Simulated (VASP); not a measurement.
# Al (Im-3m) in VASP: single point with PBEsol

Aim: the single point of Al with PBEsol.

Program: VASP 6.6.1. These are calculated values, not measurements. Logs are shortened: lines on timing, memory, paths and dates and some standing lists are left out, and cuts for length are marked.

**1. The cell of the first run**

The structure is cubic, space group Im-3m (No. 229). Conventional cell: a = 3.182 Å, b = 3.182 Å, c = 3.182 Å, α = 90.00°, β = 90.00°, γ = 90.00°. Al (site symmetry m-3m) has 14 Al at 2.76 to 3.18 Å within 3.6 Å.

**2. Single point, PBEsol**

The input, INCAR:

```
PREC = Accurate ; ENCUT = 520
EDIFF = 1E-6 ; ISMEAR = -1
SIGMA = 0.2 ; LREAL = False
LASPH = True ; NELM = 100
ALGO = Normal ; ISIF = 2
LWAVE = False ; LCHARG = False
GGA = PS ; NBANDS = 8
```

The input, KPOINTS:

```
regular mesh
0
Gamma
  12 12 12
```

The input, POSCAR:

```
Al
1.0
   -1.5912186900      1.5912186900      1.5912186900
    1.5912186900     -1.5912186900      1.5912186900
    1.5912186900      1.5912186900     -1.5912186900
Al
1
Direct
    0.0000000000      0.0000000000      0.0000000000
```

Potentials or basis: VASP PAW PBE potentials, release 64 (Al).

Launch:

```
> cat potpaw_PBE.64/Al/POTCAR > POTCAR
> mpirun -np 1 vasp_std > vasp.out
```

OUTCAR:

```text
PREC = Accurate
   ENCUT = 520
   EDIFF = 1E-6
   ISMEAR = -1
   LREAL = False
   LASPH = True
   NELM = 100
   ISIF = 2
   GGA = PS

 ion  position               nearest neighbor table
   1  0.000  0.000  0.000-

  LATTYP: Found a body centered cubic cell.
 ALAT       =     3.1824373800

  Lattice vectors:

 A1 = (  -1.5912186900,   1.5912186900,   1.5912186900)
 A2 = (   1.5912186900,  -1.5912186900,   1.5912186900)
 A3 = (   1.5912186900,   1.5912186900,  -1.5912186900)

Analysis of symmetry for initial positions (statically):
=====================================================================
 Subroutine PRICEL returns:
 Original cell was already a primitive cell.

 Routine SETGRP: Setting up the symmetry group for a
 body centered cubic supercell.

 Subroutine GETGRP returns: Found 48 space group operations
 (whereof 48 operations were pure point group operations)
 out of a pool of 48 trial point group operations.

The static configuration has the point symmetry O_h .

Analysis of symmetry for dynamics (positions and initial velocities):
=====================================================================
 Subroutine PRICEL returns:
 Original cell was already a primitive cell.

 Routine SETGRP: Setting up the symmetry group for a
 body centered cubic supercell.

 Subroutine GETGRP returns: Found 48 space group operations
 (whereof 48 operations were pure point group operations)
 out of a pool of 48 trial point group operations.

The dynamic configuration has the point symmetry O_h .

 Subroutine INISYM returns: Found 48 space group operations
 (whereof 48 operations are pure point group operations),
 and found     1 'primitive' translations

----------------------------------------------------------------------------------------

                                     Primitive cell

  volume of cell :      16.1157

  direct lattice vectors                    reciprocal lattice vectors
    -1.591218690  1.591218690  1.591218690     0.000000000  0.314224565  0.314224565
     1.591218690 -1.591218690  1.591218690     0.314224565  0.000000000  0.314224565
     1.591218690  1.591218690 -1.591218690     0.314224565  0.314224565  0.000000000

  length of vectors
     2.756071617  2.756071617  2.756071617     0.444380641  0.444380641  0.444380641

[... 77 lines left out ...]
   NELM   =    100;   NELMIN=  2; NELMDL= -5     # of ELM steps
   EDIFF  = 0.1E-05   stopping-criterion for ELM
   LREAL  =      F    real-space projection
   EDIFFG = 0.1E-04   stopping-criterion for IOM
   NSW    =      0    number of steps for IOM
   IBRION =     -1    ionic relax: 0-MD 1-quasi-New 2-CG
   NFREE  =      0    steps in history (QN), initial steepest desc. (CG)
   ISIF   =      2    stress and relaxation
   ISYM   =      2    0-nonsym 1-usesym 2-fastsym
   POTIM  = 0.5000    time-step for ionic-motion
   TEBEG  =    0.0;   TEEND  =   0.0 temperature during run
   PSTRESS=    0.0 pullay stress
   NELECT =       3.0000    total number of electrons
   NUPDOWN=      -1.0000    fix difference up-down
   EMIN   =  10.00;   EMAX   =-10.00  energy-range for DOS
   EFERMI =   0.00;   METHOD = LEGACY
   ISMEAR =    -1;   SIGMA  =   0.20  broadening in eV -4-tet -1-fermi 0-gaus
   EFERMI_NEDOS =   21; number of points for ismear=-14 and -15
   IALGO  =     38    algorithm
   IMIX   =      4    mixing-type and parameters
     AMIX     =   0.40;   BMIX     =  1.00
     AMIX_MAG =   1.60;   BMIX_MAG =  1.00
  volume/ion in A,a.u.               =      16.12       108.75
  Fermi-wavevector in a.u.,A,eV,Ry     =   0.934757  1.766435 11.888371  0.873771
  Thomas-Fermi vector in A             =   2.061595
   LORBIT       =      0    0 simple, 1 ext, 2 COOP (PROOUT), +10 PAW based schemes
   GGA     = PS    functional components
   LHFCALC =     F    Hartree Fock is set to
   AEXX    =    0.0000 exact exchange contribution
   IVDW    =     0    specifies the selected vdW correction
   LEPSILON=     F    determine dielectric tensor
   LRPA    =     F    only Hartree local field effects (RPA)
 non-spin polarized calculation
  energy-cutoff  :      520.00
  volume of cell :       16.12
 maximum number of plane-waves:       466
   NGX = 11   NGY = 11   NGZ = 11

 number of electron       3.0000000 magnetization

 Free energy of the ion-electron system (eV)
  ---------------------------------------------------
  ext. energy  EPLUGINS =         0.00000000
  ---------------------------------------------------
  free energy    TOTEN  =        -4.01472189 eV

  energy without entropy =       -3.95783063  energy(sigma->0) =       -3.98627626

 E-fermi :   8.1999     XC(G=0): -10.3470

 val. band max:        8.1974370540   @ k =   0.3333   0.2500   0.0833
 cond. band min:       8.2416384715   @ k =  -0.4167   0.4167   0.2500
 fundamental gap:      0.0442014175
 Fermi energy:         8.1999022858

 k-point     1 :       0.0000    0.0000    0.0000
  band No.  band energies     occupation
      1      -3.0915      2.00000
      2      21.5844      0.00000
      3      21.5844      0.00000
      4      21.5844      0.00000
      5      23.2264      0.00000
      6      23.2264      0.00000
      7      23.2264      0.00000
      8      24.6686      0.00000
[... 243 lines left out ...]
 k-point    24 :       0.4167    0.0833    0.0833
  band No.  band energies     occupation
      1       4.1672      2.00000
      2       4.7091      2.00000
      3      13.1750      0.00000
      4      13.9159      0.00000
      5      22.3339      0.00000
      6      22.9084      0.00000
      7      29.3628      0.00000
      8      30.7198      0.00000

 [... further k-points ...]

------------------------ aborting loop because EDIFF is reached ----------------------------------------

  FORCE on cell =-STRESS in cart. coord.  units (eV):
  Direction    XX          YY          ZZ          XY          YZ          ZX
  --------------------------------------------------------------------------------------
  -------------------------------------------------------------------------------------
  Total        0.2411385      0.2411385      0.2411385     -0.0000000      0.0000000      0.0000000
  in kB       23.9732841     23.9732841     23.9732841     -0.0000000      0.0000000      0.0000000
  external PRESSURE =      23.9732841 kB  Pullay stress =       0.0000000 kB

 VOLUME and BASIS-vectors are now :
 -----------------------------------------------------------------------------
  energy-cutoff  :      520.00
  volume of cell :       16.12
      direct lattice vectors                 reciprocal lattice vectors
    -1.591218690  1.591218690  1.591218690     0.000000000  0.314224565  0.314224565
     1.591218690 -1.591218690  1.591218690     0.314224565  0.000000000  0.314224565
     1.591218690  1.591218690 -1.591218690     0.314224565  0.314224565  0.000000000

 POSITION                                       TOTAL-FORCE (eV/Angst)
 -----------------------------------------------------------------------------------
      0.00000      0.00000      0.00000        -0.000000     -0.000000      0.000000
 -----------------------------------------------------------------------------------
    total drift:                                0.000000      0.000000      0.000000

  FREE ENERGIE OF THE ION-ELECTRON SYSTEM (eV)
  ---------------------------------------------------
  free  energy   TOTEN  =        -4.0147218880 eV

  energy  without entropy=       -3.9578306268  energy(sigma->0) =       -3.98627626
```

stdout:

```text
POSCAR found type information on POSCAR Al
 POSCAR found :  1 types and       1 ions
 scaLAPACK will be used
 -----------------------------------------------------------------------------
|                                                                             |
|                                                                             |
|     You enforced a specific xc type in the INCAR file but a different       |
|     I HOPE YOU KNOW WHAT YOU ARE DOING!                                     |
|                                                                             |
 -----------------------------------------------------------------------------

 LDA part: xc-table for (Slater+PW92), standard interpolation
 POSCAR, INCAR and KPOINTS ok, starting setup
 FFT: planning ... GRIDC
 FFT: planning ... GRID_SOFT
 FFT: planning ... GRID
 WAVECAR not read
 entering main loop
```

Run time: 12 s. Hardware: 1 thread of AMD EPYC 7R13, shared host; peak memory 0.09 GiB.

What came out:

- Free energy: -4.0147 eV
- Pressure: 2.4 GPa

Caveat: the PAW data sets were made with another functional, which shifts forces and pressure a little.
